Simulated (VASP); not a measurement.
# Sn (P6_3/mmc) in VASP: single point with PBE

Aim: the single point of Sn with PBE.

Everything below comes from runs of VASP 6.6.1. Logs are shortened: lines on timing, memory, paths and dates and some standing lists are left out, and cuts for length are marked.

### 1 The cell of the first run

The structure is hexagonal, space group P6_3/mmc (No. 194). The conventional cell has a = 4.425 Å, b = 4.425 Å, c = 7.305 Å, α = 90.00°, β = 90.00°, γ = 120.00°. Within 3.6 Å of Sn (site symmetry 3m) lie 4 Sn at 2.72 to 2.73 Å.

This isn't the form of Sn at room conditions, which is tetragonal (white tin).

### 2 Single point, PBE (Ge replaced by Sn, lengths x 1.095, strained)

File INCAR:

```
SYSTEM = Sn
PREC     = Accurate       ! precision mode
ENCUT    = 520            ! plane-wave cutoff, eV
EDIFF    = 1E-6           ! SCF threshold, eV
ISMEAR   = 0              ! smearing method
SIGMA    = 0.1            ! smearing width, eV
LREAL    = .FALSE.        ! projectors in reciprocal space
LASPH    = .TRUE.         ! aspherical terms in the spheres
NELM     = 100            ! most SCF steps
ALGO     = Normal         ! electronic algorithm
ISIF     = 2              ! what is computed and relaxed
LWAVE    = .FALSE.        ! write WAVECAR
LCHARG   = .FALSE.        ! write CHGCAR
GGA      = PE             ! functional
NBANDS   = 36             ! bands
```

File KPOINTS:

```
Automatic mesh
0
G
  6 6 4
  0 0 0
```

File POSCAR:

```
Sn
1.0
    4.4251572312      0.0000000000      0.0000000000
   -2.2125786156      3.8322985779      0.0000000000
    0.0000000000      0.0000000000      7.3052302571
Sn
4
Direct
    0.6666666667      0.3333333333      0.0629012500
    0.3333333333      0.6666666667      0.5629012500
    0.6666666667      0.3333333333      0.4370987500
    0.3333333333      0.6666666667      0.9370987500
```

Potentials or basis: VASP PAW PBE potentials, release 64 (Sn_d).

Command:

```sh
> cat potpaw_PBE.64/Sn_d/POTCAR > POTCAR
> mpirun -np 1 vasp_std > vasp.out
```

OUTCAR:

```text
SYSTEM = Sn
   PREC = Accurate
   ENCUT = 520
   EDIFF = 1E-6
   ISMEAR = 0
   LREAL = .FALSE.
   LASPH = .TRUE.
   NELM = 100
   ISIF = 2
   GGA = PE

 ion  position               nearest neighbor table
   1  0.667  0.333  0.063-   4 2.72   4 2.72   4 2.72   3 2.73
   2  0.333  0.667  0.563-   3 2.72   3 2.72   3 2.72   4 2.73
   3  0.667  0.333  0.437-   2 2.72   2 2.72   2 2.72   1 2.73
   4  0.333  0.667  0.937-   1 2.72   1 2.72   1 2.72   2 2.73

  LATTYP: Found a hexagonal cell.
 ALAT       =     4.4251572312
 C/A-ratio  =     1.6508408347

  Lattice vectors:

 A1 = (   4.4251572312,   0.0000000000,   0.0000000000)
 A2 = (  -2.2125786156,   3.8322985779,   0.0000000000)
 A3 = (   0.0000000000,   0.0000000000,   7.3052302571)

Analysis of symmetry for initial positions (statically):
=====================================================================
 Subroutine PRICEL returns:
 Original cell was already a primitive cell.

 Routine SETGRP: Setting up the symmetry group for a
 hexagonal supercell.

 Subroutine GETGRP returns: Found 24 space group operations
 (whereof 12 operations were pure point group operations)
 out of a pool of 24 trial point group operations.

The static configuration has the point symmetry D_3d.
 The point group associated with its full space group is D_6h.

Analysis of symmetry for dynamics (positions and initial velocities):
=====================================================================
 Subroutine PRICEL returns:
 Original cell was already a primitive cell.

 Routine SETGRP: Setting up the symmetry group for a
 hexagonal supercell.

 Subroutine GETGRP returns: Found 24 space group operations
 (whereof 12 operations were pure point group operations)
 out of a pool of 24 trial point group operations.

The dynamic configuration has the point symmetry D_3d.
 The point group associated with its full space group is D_6h.

 Subroutine INISYM returns: Found 24 space group operations
 (whereof 12 operations are pure point group operations),
 and found     1 'primitive' translations

----------------------------------------------------------------------------------------

                                     Primitive cell

  volume of cell :     123.8859

  direct lattice vectors                    reciprocal lattice vectors
     4.425157231  0.000000000  0.000000000     0.225980671  0.130470001  0.000000000
    -2.212578616  3.832298578  0.000000000     0.000000000  0.260940002  0.000000000
     0.000000000  0.000000000  7.305230257     0.000000000  0.000000000  0.136888225

  length of vectors
     4.425157231  4.425157231  7.305230257     0.260940002  0.260940002  0.136888225

  position of ions in fractional coordinates (direct lattice)
     0.666666667  0.333333333  0.062901250
     0.333333333  0.666666667  0.562901250
     0.666666667  0.333333333  0.437098750
     0.333333333  0.666666667  0.937098750

  ion indices of the primitive-cell ions
   primitive index   ion index
                 1           1
                 2           2
                 3           3
                 4           4

----------------------------------------------------------------------------------------

 KPOINTS: Automatic mesh

Automatic generation of k-mesh.
 Grid dimensions read from file:
 generate k-points for:    6    6    4

 Generating k-lattice:

  Cartesian coordinates                     Fractional coordinates (reciprocal lattice)
     0.037663445  0.021745000  0.000000000     0.166666667  0.000000000  0.000000000
     0.000000000  0.043490000  0.000000000     0.000000000  0.166666667  0.000000000
     0.000000000  0.000000000  0.034222056     0.000000000  0.000000000  0.250000000

  Length of vectors
     0.043490000  0.043490000  0.034222056

  Shift w.r.t. Gamma in fractional coordinates (k-lattice)
     0.000000000  0.000000000  0.000000000

 Subroutine IBZKPT returns following result:
 ===========================================

 Found     21 irreducible k-points:

 Following reciprocal coordinates:
            Coordinates               Weight
  0.000000  0.000000  0.000000      1.000000
  0.166667  0.000000  0.000000      6.000000
  0.333333  0.000000  0.000000      6.000000
  0.500000  0.000000  0.000000      3.000000
  0.166667  0.166667  0.000000      6.000000
  0.333333  0.166667  0.000000     12.000000
[... 13 lines left out ...]
  0.333333  0.166667  0.500000     12.000000
  0.333333  0.333333  0.500000      2.000000
   k-points           NKPTS =     21   k-points in BZ     NKDIM =     21   number of bands    NBANDS=     36
   number of dos      NEDOS =    301   number of ions     NIONS =      4
   total plane-waves  NPLWV =  69984
   dimension x,y,z NGX =    36 NGY =   36 NGZ =   54
   dimension x,y,z NGXF=    72 NGYF=   72 NGZF=  108
   ions per type =               4
   NGX,Y,Z   is equivalent  to a cutoff of  13.52, 13.52, 12.29 a.u.
   NGXF,Y,Z  is equivalent  to a cutoff of  27.05, 27.05, 24.58 a.u.
 SYSTEM =  Sn
   PREC   = accura    normal or accurate (medium, high low for compatibility)
   ISTART =      0    job   : 0-new  1-cont  2-samecut
   ICHARG =      2    charge: 1-file 2-atom 10-const
   ISPIN  =      1    spin polarized calculation?
   LNONCOLLINEAR =      F non collinear calculations
   LSORBIT =      F    spin-orbit coupling
   LASPH  =      T    aspherical Exc in radial PAW
   ENCUT  =  520.0 eV  38.22 Ry    6.18 a.u.   8.23  8.23 13.58*2*pi/ulx,y,z
   NELM   =    100;   NELMIN=  2; NELMDL= -5     # of ELM steps
   EDIFF  = 0.1E-05   stopping-criterion for ELM
   LREAL  =      F    real-space projection
   EDIFFG = 0.1E-04   stopping-criterion for IOM
   NSW    =      0    number of steps for IOM
   IBRION =     -1    ionic relax: 0-MD 1-quasi-New 2-CG
   NFREE  =      0    steps in history (QN), initial steepest desc. (CG)
   ISIF   =      2    stress and relaxation
   ISYM   =      2    0-nonsym 1-usesym 2-fastsym
   POTIM  = 0.5000    time-step for ionic-motion
   TEBEG  =    0.0;   TEEND  =   0.0 temperature during run
   PSTRESS=    0.0 pullay stress
   NELECT =      56.0000    total number of electrons
   NUPDOWN=      -1.0000    fix difference up-down
   EMIN   =  10.00;   EMAX   =-10.00  energy-range for DOS
   EFERMI =   0.00;   METHOD = LEGACY
   ISMEAR =     0;   SIGMA  =   0.10  broadening in eV -4-tet -1-fermi 0-gaus
   EFERMI_NEDOS =   21; number of points for ismear=-14 and -15
   IALGO  =     38    algorithm
   IMIX   =      4    mixing-type and parameters
     AMIX     =   0.40;   BMIX     =  1.00
     AMIX_MAG =   1.60;   BMIX_MAG =  1.00
  volume/ion in A,a.u.               =      30.97       209.01
  Fermi-wavevector in a.u.,A,eV,Ry     =   1.256407  2.374264 21.477577  1.578557
  Thomas-Fermi vector in A             =   2.390116
   LORBIT       =      0    0 simple, 1 ext, 2 COOP (PROOUT), +10 PAW based schemes
   GGA     = PE    functional components
   LHFCALC =     F    Hartree Fock is set to
   AEXX    =    0.0000 exact exchange contribution
   IVDW    =     0    specifies the selected vdW correction
   LEPSILON=     F    determine dielectric tensor
   LRPA    =     F    only Hartree local field effects (RPA)
 non-spin polarized calculation
 Gauss-broadening in eV      SIGMA  =   0.10
  energy-cutoff  :      520.00
  volume of cell :      123.89
 maximum number of plane-waves:      3369
 NGX is ok and might be reduce to    36
   NGX = 17   NGY = 17   NGZ = 27

 number of electron      56.0000009 magnetization

 Free energy of the ion-electron system (eV)
  ---------------------------------------------------
  ext. energy  EPLUGINS =         0.00000000
  ---------------------------------------------------
  free energy    TOTEN  =       -14.71571449 eV

  energy without entropy =      -14.71424324  energy(sigma->0) =      -14.71497887

 E-fermi :   6.8845     XC(G=0):  -9.3081

 val. band max:        6.7673593056   @ k =   0.0000   0.0000   0.0000
 cond. band min:       6.9099355136   @ k =   0.0000   0.0000   0.0000
 fundamental gap:      0.1425762080
 Fermi energy:         6.8845448088

 k-point     1 :       0.0000    0.0000    0.0000
  band No.  band energies     occupation
      1     -15.2385      2.00000
      2     -15.2385      2.00000
      3     -15.1670      2.00000
      4     -15.1670      2.00000
      5     -15.1638      2.00000
      6     -15.1398      2.00000
[... 28 lines left out ...]
     35      10.7475      0.00000
     36      11.6574      0.00000

 k-point     2 :       0.1667    0.0000    0.0000
  band No.  band energies     occupation
      1     -15.2620      2.00000
      2     -15.2472      2.00000
      3     -15.1885      2.00000
      4     -15.1824      2.00000
      5     -15.1649      2.00000
      6     -15.1102      2.00000
[... 28 lines left out ...]
     35      11.6587      0.00000
     36      11.7533      0.00000

 k-point     3 :       0.3333    0.0000    0.0000
  band No.  band energies     occupation
      1     -15.2742      2.00000
      2     -15.2560      2.00000
      3     -15.2230      2.00000
      4     -15.2019      2.00000
      5     -15.1442      2.00000
      6     -15.0863      2.00000
[... 28 lines left out ...]
     35      12.7305      0.00000
     36      12.8001      0.00000

 k-point     4 :       0.5000    0.0000    0.0000
  band No.  band energies     occupation
      1     -15.2643      2.00000
      2     -15.2577      2.00000
      3     -15.2468      2.00000
      4     -15.2085      2.00000
      5     -15.1195      2.00000
      6     -15.0798      2.00000
[... 28 lines left out ...]
     35      13.1946      0.00000
     36      13.2286      0.00000

 k-point     5 :       0.1667    0.1667    0.0000
  band No.  band energies     occupation
      1     -15.2713      2.00000
      2     -15.2644      2.00000
      3     -15.2111      2.00000
      4     -15.2090      2.00000
      5     -15.1387      2.00000
      6     -15.0886      2.00000
[... 538 lines left out ...]
 k-point    19 :       0.1667    0.1667    0.5000
  band No.  band energies     occupation
      1     -15.2390      2.00000
      2     -15.2390      2.00000
      3     -15.2246      2.00000
      4     -15.2246      2.00000
      5     -15.1298      2.00000
      6     -15.1298      2.00000
[... 28 lines left out ...]
     35      11.7214      0.00000
     36      11.7214      0.00000

 k-point    20 :       0.3333    0.1667    0.5000
  band No.  band energies     occupation
      1     -15.2543      2.00000
      2     -15.2543      2.00000
      3     -15.2240      2.00000
      4     -15.2240      2.00000
      5     -15.1088      2.00000
      6     -15.1088      2.00000
[... 28 lines left out ...]
     35      12.7075      0.00000
     36      12.7075      0.00000

 k-point    21 :       0.3333    0.3333    0.5000
  band No.  band energies     occupation
      1     -15.2693      2.00000
      2     -15.2693      2.00000
      3     -15.2241      2.00000
      4     -15.2241      2.00000
      5     -15.0966      2.00000
      6     -15.0966      2.00000
[... 28 lines left out ...]
     35      12.5379      0.00000
     36      12.5379      0.00000

------------------------ aborting loop because EDIFF is reached ----------------------------------------

  FORCE on cell =-STRESS in cart. coord.  units (eV):
  Direction    XX          YY          ZZ          XY          YZ          ZX
  --------------------------------------------------------------------------------------
  -------------------------------------------------------------------------------------
  Total        7.4321067      7.4321067      6.8048592      0.0000000      0.0000000      0.0000000
  in kB       96.1170790     96.1170790     88.0050864      0.0000000      0.0000000      0.0000000
  external PRESSURE =      93.4130814 kB  Pullay stress =       0.0000000 kB

 VOLUME and BASIS-vectors are now :
 -----------------------------------------------------------------------------
  energy-cutoff  :      520.00
  volume of cell :      123.89
      direct lattice vectors                 reciprocal lattice vectors
     4.425157231  0.000000000  0.000000000     0.225980671  0.130470001  0.000000000
    -2.212578616  3.832298578  0.000000000     0.000000000  0.260940002  0.000000000
     0.000000000  0.000000000  7.305230257     0.000000000  0.000000000  0.136888225

 POSITION                                       TOTAL-FORCE (eV/Angst)
 -----------------------------------------------------------------------------------
      2.21258      1.27743      0.45951         0.000000      0.000000      0.074441
     -0.00000      2.55487      4.11212        -0.000000     -0.000000      0.074441
      2.21258      1.27743      3.19311        -0.000000      0.000000     -0.074441
     -0.00000      2.55487      6.84572        -0.000000     -0.000000     -0.074441
 -----------------------------------------------------------------------------------
    total drift:                               -0.000000      0.000000      0.000000

  FREE ENERGIE OF THE ION-ELECTRON SYSTEM (eV)
  ---------------------------------------------------
  free  energy   TOTEN  =       -14.7157144941 eV

  energy  without entropy=      -14.7142432412  energy(sigma->0) =      -14.71497887
```

It took 2.4 min on 1 thread of Intel Xeon 8259CL, shared host; peak memory 0.27 GiB.

Results:

```
Free energy   : -14.7157 eV
Pressure      : 9.3 GPa
Largest force : 0.074 eV/Å
```

Forces in eV/Å, atoms in the order of the input:
```
Sn   0.000  0.000  0.074
Sn   0.000  0.000  0.074
Sn   0.000  0.000 -0.074
Sn   0.000  0.000 -0.074
```

Caveat: the cell differs from its parent crystal (Ge replaced by Sn, lengths x 1.095, strained); the cell stands under pressure; spin-orbit coupling is left out, which moves the levels of the heavy elements.
